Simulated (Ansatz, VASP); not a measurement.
## SnO2: VASP beside Ansatz

```
Sn O
1.0
     4.72151    0.00000    0.00000
     0.00000    4.72151    0.00000
     0.00000    0.00000    3.17574
Sn O
2 4
Cartesian
  0.0000 0.0000 0.0000
  2.3608 2.3608 1.5879
  1.4430 1.4430 0.0000
  0.9178 3.8037 1.5879
  3.2785 3.2785 0.0000
  3.8037 0.9178 1.5879
```

Change from the starting cell: volume scaled by 0.99, crystal datasets.

Alike in both runs: task electric field gradients; functional LDA; k mesh 4 × 4 × 6; occupations fermi-dirac, width 0.03 eV; no spin polarisation.

```csv
,VASP,Ansatz
version,VASP 6.6.1,Ansatz 0.2.0
potentials or method,"VASP PAW LDA potentials, release 64 (Sn_d, O), cutoff 520 eV","all-electron PAW with datasets made for the crystal, scalar-relativistic"
```

```tsv
	VASP	Ansatz	Ansatz less VASP
gap on the k mesh at the Fermi level (eV)	1.26	1.23	-0.031
pressure (GPa)	2.3	1.3	-0.99
traceless stress, the component that is largest in VASP (GPa)	1.09	0.80	-0.290
rms of the force components (eV/Å)	0.006	0.017	+0.0109
size of Vzz on the site where it differs most (V/Å²)	104.0	102.5	-1.46
```

LDA's correlation is that of Perdew and Zunger in VASP and of Perdew and Wang (1992) in Ansatz. Atom by atom the forces differ by 0.011 eV/Å (rms over components). Ansatz ran all-electron here, and VASP with PAW potentials.
